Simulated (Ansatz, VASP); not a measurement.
# Mg8O9 in VASP and in Ansatz

```
CELL_PARAMETERS angstrom
0.00000 4.19420 4.19420
4.19420 0.00000 4.19420
4.19420 4.19420 0.00000
ATOMIC_POSITIONS crystal
Mg 0.97906 0.00619 0.00669
Mg 0.00956 0.97073 0.51604
Mg 0.00953 0.51550 0.97135
Mg 0.99746 0.48775 0.48829
Mg 0.48675 0.99859 0.99910
Mg 0.47475 0.97079 0.51599
Mg 0.47477 0.51571 0.97117
Mg 0.50525 0.47997 0.48053
O 0.24209 0.24316 0.24373
O 0.24205 0.24321 0.74372
O 0.24204 0.74323 0.24374
O 0.24212 0.74315 0.74367
O 0.86094 0.24328 0.24382
O 0.74211 0.24315 0.74364
O 0.74211 0.74313 0.24365
O 0.74210 0.74318 0.74368
O 0.62325 0.24309 0.24338
```

Alike in both runs: functional PBEsol; k mesh 2 × 2 × 2; occupations fermi-dirac, width 0.02 eV; collinear spin.

Ansatz relaxed the structure, and its values are those at the end. VASP's run is a single point on that final structure, the one shown.

```csv
,VASP,Ansatz
version,VASP 6.6.1,Ansatz 0.2.0
potentials or method,"VASP PAW PBE potentials, release 64 (Mg, O), cutoff 520 eV","scalar-relativistic, plane waves, PAW"
valence electrons in the cell,70,134
```

VASP gave:

- rms of the force components (eV/Å): 0.055
- net moment per atom (μB): 0.00

**Question.** What did Ansatz give for the same quantities?

**Answer.** rms of the force components (eV/Å): 0.005; net moment per atom (μB): 0.00.

VASP's potentials were made for PBE, not for PBEsol. VASP's potentials hold 70 valence electrons a cell and Ansatz's 134, so a difference there can come from the potentials and not from the codes. Ansatz's warnings: seeded moment not kept.

The k mesh is coarse, so the values compare programs but aren't converged.
